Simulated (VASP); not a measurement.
# Lu (Fm-3m) in VASP: further runs, part 2 of 2

VASP 6.6.1. Earlier steps stand in the parts before.

## (4) Single point, PBEsol+D3(BJ)

This run uses another cell than the first one, of 20.04 Å³/atom.

Input file INCAR:

```
PREC = Accurate
ENCUT = 600
EDIFF = 1E-6
ISMEAR = -1
SIGMA = 0.05
LREAL = F
LASPH = T
NELM = 120
ALGO = Normal
ISIF = 2
LWAVE = F
LCHARG = T
GGA = PS
IVDW = 12
LELF = T
LVHAR = T
NBANDS = 18
GGA_COMPAT = F
```

Input file KPOINTS:

```
Automatic mesh
0
Gamma
  6 6 6
```

Input file POSCAR:

```
Lu
1.0
    0.0000000000      2.1558883240      2.1558883240
    2.1558883240      0.0000000000      2.1558883240
    2.1558883240      2.1558883240      0.0000000000
Lu
1
Direct
    0.0000000000      0.0000000000      0.0000000000
```

Potentials or basis: VASP PAW PBE potentials, release 64 (Lu).

Launch:

```bash
$ cat potpaw_PBE.64/Lu/POTCAR > POTCAR
$ mpirun -np 1 vasp_std > vasp.out
```

OUTCAR:

```text
PREC = Accurate
   ENCUT = 600
   EDIFF = 1E-6
   ISMEAR = -1
   LREAL = F
   LASPH = T
   NELM = 120
   ISIF = 2
   GGA = PS
   IVDW = 12
 IVDW          = 12

 ion  position               nearest neighbor table
   1  0.000  0.000  0.000-

  LATTYP: Found a face centered cubic cell.
 ALAT       =     4.3117766480

  Lattice vectors:

 A1 = (   0.0000000000,   2.1558883240,   2.1558883240)
 A2 = (   2.1558883240,   0.0000000000,   2.1558883240)
 A3 = (   2.1558883240,   2.1558883240,   0.0000000000)

Analysis of symmetry for initial positions (statically):
=====================================================================
 Subroutine PRICEL returns:
 Original cell was already a primitive cell.

 Routine SETGRP: Setting up the symmetry group for a
 face centered cubic supercell.

 Subroutine GETGRP returns: Found 48 space group operations
 (whereof 48 operations were pure point group operations)
 out of a pool of 48 trial point group operations.

The static configuration has the point symmetry O_h .

Analysis of symmetry for dynamics (positions and initial velocities):
=====================================================================
 Subroutine PRICEL returns:
 Original cell was already a primitive cell.

 Routine SETGRP: Setting up the symmetry group for a
 face centered cubic supercell.

 Subroutine GETGRP returns: Found 48 space group operations
 (whereof 48 operations were pure point group operations)
 out of a pool of 48 trial point group operations.

The dynamic configuration has the point symmetry O_h .

 Subroutine INISYM returns: Found 48 space group operations
 (whereof 48 operations are pure point group operations),
 and found     1 'primitive' translations

----------------------------------------------------------------------------------------

                                     Primitive cell

  volume of cell :      20.0405

  direct lattice vectors                    reciprocal lattice vectors
     0.000000000  2.155888324  2.155888324    -0.231922959  0.231922959  0.231922959
     2.155888324  0.000000000  2.155888324     0.231922959 -0.231922959  0.231922959
     2.155888324  2.155888324  0.000000000     0.231922959  0.231922959 -0.231922959

  length of vectors
     3.048886507  3.048886507  3.048886507     0.401702349  0.401702349  0.401702349

  position of ions in fractional coordinates (direct lattice)
     0.000000000  0.000000000  0.000000000

  ion indices of the primitive-cell ions
   primitive index   ion index
                 1           1

----------------------------------------------------------------------------------------

 KPOINTS: Automatic mesh

Automatic generation of k-mesh.
 Grid dimensions read from file:
 generate k-points for:    6    6    6

 Generating k-lattice:

  Cartesian coordinates                     Fractional coordinates (reciprocal lattice)
    -0.038653827  0.038653827  0.038653827     0.166666667  0.000000000  0.000000000
     0.038653827 -0.038653827  0.038653827     0.000000000  0.166666667  0.000000000
     0.038653827  0.038653827 -0.038653827     0.000000000  0.000000000  0.166666667

  Length of vectors
     0.066950391  0.066950391  0.066950391

  Shift w.r.t. Gamma in fractional coordinates (k-lattice)
     0.000000000  0.000000000  0.000000000

 Subroutine IBZKPT returns following result:
 ===========================================

 Found     16 irreducible k-points:

 Following reciprocal coordinates:
            Coordinates               Weight
  0.000000  0.000000  0.000000      1.000000
  0.166667  0.000000  0.000000      8.000000
  0.333333  0.000000  0.000000      8.000000
  0.500000  0.000000  0.000000      4.000000
  0.166667  0.166667  0.000000      6.000000
  0.333333  0.166667  0.000000     24.000000
[... 8 lines left out ...]
 -0.333333  0.333333  0.166667     24.000000
 -0.333333  0.500000  0.166667     12.000000
   k-points           NKPTS =     16   k-points in BZ     NKDIM =     16   number of bands    NBANDS=     18
   number of dos      NEDOS =    301   number of ions     NIONS =      1
   total plane-waves  NPLWV =  13824
   dimension x,y,z NGX =    24 NGY =   24 NGZ =   24
   dimension x,y,z NGXF=    48 NGYF=   48 NGZF=   48
   ions per type =               1
   NGX,Y,Z   is equivalent  to a cutoff of  13.09, 13.09, 13.09 a.u.
   NGXF,Y,Z  is equivalent  to a cutoff of  26.17, 26.17, 26.17 a.u.
 SYSTEM =  unknown system
   PREC   = accura    normal or accurate (medium, high low for compatibility)
   ISTART =      0    job   : 0-new  1-cont  2-samecut
   ICHARG =      2    charge: 1-file 2-atom 10-const
   ISPIN  =      1    spin polarized calculation?
   LNONCOLLINEAR =      F non collinear calculations
   LSORBIT =      F    spin-orbit coupling
   LASPH  =      T    aspherical Exc in radial PAW
   ENCUT  =  600.0 eV  44.10 Ry    6.64 a.u.   6.09  6.09  6.09*2*pi/ulx,y,z
   NELM   =    120;   NELMIN=  2; NELMDL= -5     # of ELM steps
   EDIFF  = 0.1E-05   stopping-criterion for ELM
   LREAL  =      F    real-space projection
   EDIFFG = 0.1E-04   stopping-criterion for IOM
   NSW    =      0    number of steps for IOM
   IBRION =     -1    ionic relax: 0-MD 1-quasi-New 2-CG
   NFREE  =      0    steps in history (QN), initial steepest desc. (CG)
   ISIF   =      2    stress and relaxation
   ISYM   =      2    0-nonsym 1-usesym 2-fastsym
   POTIM  = 0.5000    time-step for ionic-motion
   TEBEG  =    0.0;   TEEND  =   0.0 temperature during run
   PSTRESS=    0.0 pullay stress
   NELECT =      25.0000    total number of electrons
   NUPDOWN=      -1.0000    fix difference up-down
   EMIN   =  10.00;   EMAX   =-10.00  energy-range for DOS
   EFERMI =   0.00;   METHOD = LEGACY
   ISMEAR =    -1;   SIGMA  =   0.05  broadening in eV -4-tet -1-fermi 0-gaus
   EFERMI_NEDOS =   21; number of points for ismear=-14 and -15
   IALGO  =     38    algorithm
   IMIX   =      4    mixing-type and parameters
     AMIX     =   0.40;   BMIX     =  1.00
     AMIX_MAG =   1.60;   BMIX_MAG =  1.00
  volume/ion in A,a.u.               =      20.04       135.24
  Fermi-wavevector in a.u.,A,eV,Ry     =   1.762322  3.330306 42.256682  3.105779
  Thomas-Fermi vector in A             =   2.830717
   LORBIT       =      0    0 simple, 1 ext, 2 COOP (PROOUT), +10 PAW based schemes
   GGA     = PS    functional components
   LHFCALC =     F    Hartree Fock is set to
   AEXX    =    0.0000 exact exchange contribution
   IVDW    =    12    specifies the selected vdW correction
   LEPSILON=     F    determine dielectric tensor
   LRPA    =     F    only Hartree local field effects (RPA)
 non-spin polarized calculation
  energy-cutoff  :      600.00
  volume of cell :       20.04
 maximum number of plane-waves:       692
   NGX = 13   NGY = 13   NGZ = 13

 number of electron      25.0000001 magnetization

 Free energy of the ion-electron system (eV)
  ---------------------------------------------------
  ext. energy  EPLUGINS =         0.00000000
  ---------------------------------------------------
  free energy    TOTEN  =        -4.48639878 eV

  energy without entropy =       -4.48129989  energy(sigma->0) =       -4.48384933

 E-fermi :   3.7776     XC(G=0): -12.7691

 val. band max:        3.5178592739   @ k =   0.5000   0.3333   0.1667
 cond. band min:       3.8770547951   @ k =   0.3333   0.1667   0.0000
 fundamental gap:      0.3591955212
 Fermi energy:         3.7775743027

 k-point     1 :       0.0000    0.0000    0.0000
  band No.  band energies     occupation
      1     -51.9109      2.00000
      2     -21.8631      2.00000
      3     -21.8631      2.00000
      4     -21.8631      2.00000
      5      -3.1986      2.00000
      6      -0.9872      2.00000
[... 10 lines left out ...]
     17       9.8656      0.00000
     18      15.8257      0.00000

 k-point     2 :       0.1667    0.0000    0.0000
  band No.  band energies     occupation
      1     -51.8725      2.00000
      2     -22.3068      2.00000
      3     -21.9150      2.00000
      4     -21.9150      2.00000
      5      -2.0753      2.00000
      6      -0.9583      2.00000
[... 10 lines left out ...]
     17       9.4262      0.00000
     18      17.0837      0.00000
[... 274 lines left out ...]
 k-point    16 :      -0.3333    0.5000    0.1667
  band No.  band energies     occupation
      1     -51.7046      2.00000
      2     -23.1444      2.00000
      3     -22.6786      2.00000
      4     -22.4573      2.00000
      5      -0.8517      2.00000
      6      -0.8401      2.00000
[... 10 lines left out ...]
     17      15.1677      0.00000
     18      15.8119      0.00000

------------------------ aborting loop because EDIFF is reached ----------------------------------------

 Edisp (eV)   -0.57957

 E8    (eV) :    -0.4327

  FORCE on cell =-STRESS in cart. coord.  units (eV):
  Direction    XX          YY          ZZ          XY          YZ          ZX
  --------------------------------------------------------------------------------------
  -------------------------------------------------------------------------------------
  Total       2.54395     2.54395     2.54395    -0.00000     0.00000     0.00000
  in kB     203.38130   203.38130   203.38130    -0.00000     0.00000     0.00000
  external pressure =      203.38 kB  Pullay stress =        0.00 kB

 VOLUME and BASIS-vectors are now :
 -----------------------------------------------------------------------------
  energy-cutoff  :      600.00
  volume of cell :       20.04
      direct lattice vectors                 reciprocal lattice vectors
     0.000000000  2.155888324  2.155888324    -0.231922959  0.231922959  0.231922959
     2.155888324  0.000000000  2.155888324     0.231922959 -0.231922959  0.231922959
     2.155888324  2.155888324  0.000000000     0.231922959  0.231922959 -0.231922959

 POSITION                                       TOTAL-FORCE (eV/Angst)
 -----------------------------------------------------------------------------------
      0.00000      0.00000      0.00000         0.000000     -0.000000      0.000000
 -----------------------------------------------------------------------------------
    total drift:                                0.000000      0.000000     -0.000000

  FREE ENERGIE OF THE ION-ELECTRON SYSTEM (eV)
  ---------------------------------------------------
  free  energy   TOTEN  =        -5.0659642382 eV

  energy  without entropy=       -5.0608653415  energy(sigma->0) =       -5.06341479
```

stdout:

```text
POSCAR found type information on POSCAR Lu
 POSCAR found :  1 types and       1 ions
 scaLAPACK will be used
 -----------------------------------------------------------------------------
|                                                                             |
|                                                                             |
|     You enforced a specific xc type in the INCAR file but a different       |
|     I HOPE YOU KNOW WHAT YOU ARE DOING!                                     |
|                                                                             |
 -----------------------------------------------------------------------------

 LDA part: xc-table for (Slater+PW92), standard interpolation
 POSCAR, INCAR and KPOINTS ok, starting setup
 FFT: planning ... GRIDC
 FFT: planning ... GRID_SOFT
 FFT: planning ... GRID
 WAVECAR not read
 entering main loop
```

Wall time 4.6 s (1 thread of Intel Xeon 6975P-C (Granite Rapids), shared host); peak memory 0.15 GiB.

Results:

| Item | Value |
| --- | --- |
| Free energy | -5.0660 eV |
| Pressure | 20.3 GPa |
| Band gap on the k mesh | zero (an odd number of electrons rules out a gap without spin polarisation) |
| Dispersion energy per atom | -0.580 eV |

Caveat: the k points lie up to 0.42 Å⁻¹ apart, too coarse for converged energies and pressures of a metal; three body term missing; the PAW data sets were made with another functional, which shifts forces and pressure a little; spin-orbit coupling is left out, which moves the levels of the heavy elements.

## (5) Single point, PBEsol+D3(BJ)

This run uses another cell than the first one, of 25.90 Å³/atom.

Input file INCAR:

```
ALGO = Normal ; EDIFF = 1E-6
ENCUT = 600 ; GGA = PS
GGA_COMPAT = F ; ISIF = 2
ISMEAR = -1 ; IVDW = 12
LASPH = T ; LCHARG = T
LELF = T ; LREAL = F
LVHAR = T ; LWAVE = F
NBANDS = 18 ; NELM = 120
PREC = Accurate ; SIGMA = 0.05
```

Input file KPOINTS:

```
k-points
0
Gamma
  6 6 6
```

Input file POSCAR:

```
Lu
1.0
    0.0000000000      2.3484201029      2.3484201029
    2.3484201029      0.0000000000      2.3484201029
    2.3484201029      2.3484201029      0.0000000000
Lu
1
Direct
    0.0000000000      0.0000000000      0.0000000000
```

Launch:

```bash
$ cat potpaw_PBE.64/Lu/POTCAR > POTCAR
$ mpirun -np 1 vasp_std > vasp.out
```

Run time: 6.1 s. Hardware: 1 thread of Intel Xeon 6975P-C (Granite Rapids), shared host; peak memory 0.17 GiB.

It converged, with:

- Free energy: -5.3665 eV
- Pressure: -0.1 GPa
- Band gap on the k mesh: zero (an odd number of electrons rules out a gap without spin polarisation)
- Dispersion energy per atom: -0.447 eV

Levels at points of the mesh, in eV from the Fermi level:
```csv
k point,band 9,band 10,band 11,band 12,band 13,band 14,band 15,band 16
"(0.00, 0.00, 0.00)",-4.79,-4.68,-4.68,-4.68,2.32,2.32,2.32,5.04
"(0.50, 0.00, 0.00)",-4.71,-4.71,-4.68,-2.82,0.68,2.07,2.07,7.09
"(0.50, 0.50, 0.00)",-4.73,-4.73,-4.72,-2.37,-1.11,2.47,7.11,7.70
```

Caveat: the k points lie up to 0.39 Å⁻¹ apart, too coarse for converged energies and pressures of a metal; three body term missing; the PAW data sets were made with another functional, which shifts forces and pressure a little; spin-orbit coupling is left out, which moves the levels of the heavy elements.

## (6) The runs side by side

| cell | gap on the mesh (eV) | pressure (GPa) |
| --- | --- | --- |
| a = 2.820 Å, angles 60.0°, 1 atom | none | 60.5 |
| a = 2.914 Å, angles 60.0°, 1 atom | none | 40.3 |
| a = 3.049 Å, angles 60.0°, 1 atom | none | 20.3 |
| a = 3.321 Å, angles 60.0°, 1 atom | none | -0.1 |

Alike in all rows: task single point; level PBEsol+D3(BJ); potentials or basis VASP PAW PBE potentials, release 64 (Lu); no spin polarisation; k mesh 6 × 6 × 6; cutoff (eV) 600; smearing fermi-dirac 0.05 eV.

Caveats: all runs use coarse meshes; three body term missing; the PAW data sets were made with another functional, which shifts forces and pressure a little; spin-orbit coupling is left out, which moves the levels of the heavy elements.

Absolute energies hang on the potentials; compare differences alone.
